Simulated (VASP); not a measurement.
# BiS (Pm-3m) in VASP: vibrations by perturbation theory with PBE

Aim: the vibrations by perturbation theory of BiS with PBE.

Program: VASP 6.6.1. These are calculated values, not measurements. Logs are shortened: lines on timing, memory, paths and dates and some standing lists are left out, and cuts for length are marked.

## (1) The cell of the first run

It takes space group Pm-3m (No. 221, cubic). Conventional cell: a = 4.003 Å, b = 4.003 Å, c = 4.003 Å, α = 90.00°, β = 90.00°, γ = 90.00°. Bi (site symmetry m-3m) has 8 S at 3.47 Å and 6 Bi at 4.00 Å within 4.6 Å. S (site symmetry m-3m) has 8 Bi at 3.47 Å and 6 S at 4.00 Å within 4.6 Å.

## (2) Vibrations by perturbation theory, PBE

INCAR reads:

```
SYSTEM = BiS
ALGO = Normal
EDIFF = 1E-8
ENCUT = 520
GGA = PE
IBRION = 8
ISIF = 2
ISMEAR = -1
LASPH = .True.
LCHARG = .False.
LREAL = .False.
LWAVE = .False.
NELM = 60
NSW = 1
PREC = Accurate
SIGMA = 0.05
```

KPOINTS reads:

```
k-points
0
Gamma
  5 5 5
  0 0 0
```

POSCAR reads:

```
BiS
1.0
    4.0029443400      0.0000000000      0.0000000000
    0.0000000000      4.0029443400      0.0000000000
    0.0000000000      0.0000000000      4.0029443400
Bi S
1 1
Direct
    0.5000000000      0.5000000000      0.5000000000
    0.0000000000      0.0000000000      0.0000000000
```

Potentials or basis: VASP PAW PBE potentials, release 64 (Bi_d, S).

On the command line:

```
> cat potpaw_PBE.64/Bi_d/POTCAR potpaw_PBE.64/S/POTCAR > POTCAR
> mpirun -np 1 vasp_std > vasp.out
```

OUTCAR:

```text
SYSTEM = BiS
   EDIFF = 1E-8
   ENCUT = 520
   GGA = PE
   IBRION = 8
   ISIF = 2
   ISMEAR = -1
   LASPH = .True.
   LREAL = .False.
   NELM = 60
   NSW = 1
   PREC = Accurate

 ion  position               nearest neighbor table
   1  0.500  0.500  0.500-
   2  0.000  0.000  0.000-

  LATTYP: Found a simple cubic cell.
 ALAT       =     4.0029443400

  Lattice vectors:

 A1 = (   4.0029443400,   0.0000000000,   0.0000000000)
 A2 = (   0.0000000000,   4.0029443400,   0.0000000000)
 A3 = (   0.0000000000,   0.0000000000,   4.0029443400)

Analysis of symmetry for initial positions (statically):
=====================================================================
 Subroutine PRICEL returns:
 Original cell was already a primitive cell.

 Routine SETGRP: Setting up the symmetry group for a
 simple cubic supercell.

 Subroutine GETGRP returns: Found 48 space group operations
 (whereof 48 operations were pure point group operations)
 out of a pool of 48 trial point group operations.

The static configuration has the point symmetry O_h .

Analysis of symmetry for dynamics (positions and initial velocities):
=====================================================================
 Subroutine PRICEL returns:
 Original cell was already a primitive cell.

 Routine SETGRP: Setting up the symmetry group for a
 simple cubic supercell.

 Subroutine GETGRP returns: Found 48 space group operations
 (whereof 48 operations were pure point group operations)
 out of a pool of 48 trial point group operations.

The dynamic configuration has the point symmetry O_h .

 Subroutine INISYM returns: Found 48 space group operations
 (whereof 48 operations are pure point group operations),
 and found     1 'primitive' translations

----------------------------------------------------------------------------------------

[... 312 lines left out ...]
  external PRESSURE =    -108.4928499 kB  Pullay stress =       0.0000000 kB

 VOLUME and BASIS-vectors are now :
 -----------------------------------------------------------------------------
  energy-cutoff  :      520.00
  volume of cell :       64.14
      direct lattice vectors                 reciprocal lattice vectors
     4.002944340  0.000000000  0.000000000     0.249816114  0.000000000  0.000000000
     0.000000000  4.002944340  0.000000000     0.000000000  0.249816114  0.000000000
     0.000000000  0.000000000  4.002944340     0.000000000  0.000000000  0.249816114

 POSITION                                       TOTAL-FORCE (eV/Angst)
 -----------------------------------------------------------------------------------
      2.00147      2.00147      2.00147         0.000000      0.000000      0.000000
      0.00000      0.00000      0.00000         0.000000      0.000000      0.000000
 -----------------------------------------------------------------------------------
    total drift:                                0.000000      0.000000      0.000000

  FREE ENERGIE OF THE ION-ELECTRON SYSTEM (eV)
  ---------------------------------------------------
  free  energy   TOTEN  =        -7.0434624375 eV

  energy  without entropy=       -7.0094511057  energy(sigma->0) =       -7.02645677

[... ionic steps 2 to 3 ...]

--------------------------------------- Ionic step        4  -------------------------------------------

------------------------ aborting loop because EDIFF is reached ----------------------------------------

[... ionic steps 5 to 6 ...]

--------------------------------------- Ionic step        7  -------------------------------------------

 Free energy of the ion-electron system (eV)
  ---------------------------------------------------
  ---------------------------------------------------
  free energy    TOTEN  =        -0.10609791 eV

  energy without entropy =       -0.10609791

------------------------ aborting loop because EDIFF is reached ----------------------------------------

 INTERNAL STRAIN TENSOR  FOR ION    2  DIRECTION 1   (eV/Angst):
 -----------------------------------------------------------------------------
     0.01242  0.00000  0.00000
    -0.00000 -0.00161  0.00000
     0.00000  0.00000 -0.00161

 INTERNAL STRAIN TENSOR FOR ION    2 for displacements in x,y,z  (eV/Angst):
          X           Y           Z          XY          YZ          ZX
  --------------------------------------------------------------------------------
  x     0.00000     0.00000     0.00000     0.00000     0.00000     0.00000
  y     0.00000     0.00000     0.00000     0.00000     0.00000     0.00000
  z     0.00000     0.00000     0.00000     0.00000     0.00000     0.00000

 SECOND DERIVATIVES (NOT SYMMETRIZED)
 ------------------------------------
               1X          1Y          1Z          2X          2Y          2Z
  1X     2.030049    0.000000    0.000000   -2.030049   -0.000000   -0.000000
  1Y     0.000000    2.030049    0.000000   -0.000000   -2.030049   -0.000000
  1Z    -0.000000   -0.000000    2.030049    0.000000    0.000000   -2.030049
  2X    -2.066419   -0.000000    0.000000    2.066419    0.000000   -0.000000
  2Y    -0.000000   -2.066419   -0.000000    0.000000    2.066419    0.000000
  2Z     0.000000    0.000000   -2.066419   -0.000000   -0.000000    2.066419

 Eigenvectors and eigenvalues of the dynamical matrix
 ----------------------------------------------------

   1 f  =    0.012753 THz     0.080128 2PiTHz    0.425388 cm-1     0.052741 meV
             X         Y         Z           dx          dy          dz
      2.001472  2.001472  2.001472     0.187137   -0.905744   -0.116649
      0.000000  0.000000  0.000000     0.072658   -0.351668   -0.045291
[... 21 lines left out ...]
   6 f/i=    4.257239 THz    26.749021 2PiTHz  142.006207 cm-1    17.606518 meV
             X         Y         Z           dx          dy          dz
      2.001472  2.001472  2.001472    -0.000000   -0.361940    0.000000
      0.000000  0.000000  0.000000     0.000000    0.932201    0.000000

--------------------------------------------------------------------------------------------------------

 ELASTIC MODULI CONTR FROM IONIC RELAXATION (kBar)
 Direction    XX          YY          ZZ          XY          YZ          ZX
 --------------------------------------------------------------------------------
 XX           0.0000      0.0000      0.0000      0.0000      0.0000      0.0000
 YY           0.0000      0.0000      0.0000      0.0000      0.0000      0.0000
 ZZ           0.0000      0.0000      0.0000      0.0000      0.0000      0.0000
 XY           0.0000      0.0000      0.0000      0.0000      0.0000      0.0000
 YZ           0.0000      0.0000      0.0000      0.0000      0.0000      0.0000
 ZX           0.0000      0.0000      0.0000      0.0000      0.0000      0.0000
 --------------------------------------------------------------------------------
```

It took 38 s on 1 thread of Intel Xeon 6975P-C (Granite Rapids), shared host; peak memory 0.21 GiB.

What came out:

```
Highest phonon frequency at Γ, LO-TO splitting left out : 0 cm⁻¹
Most unstable mode                                      : 142i cm⁻¹
```

Phonon frequencies in cm⁻¹ (negative: imaginary):
```tsv
q point	frequencies
(0.000, 0.000, 0.000)	-142 -142 -142 0 0 0
```

Caveat: the cell wasn't relaxed at this level first, which shifts response properties; some modes are imaginary; spin-orbit coupling is left out, which moves the levels of the heavy elements.
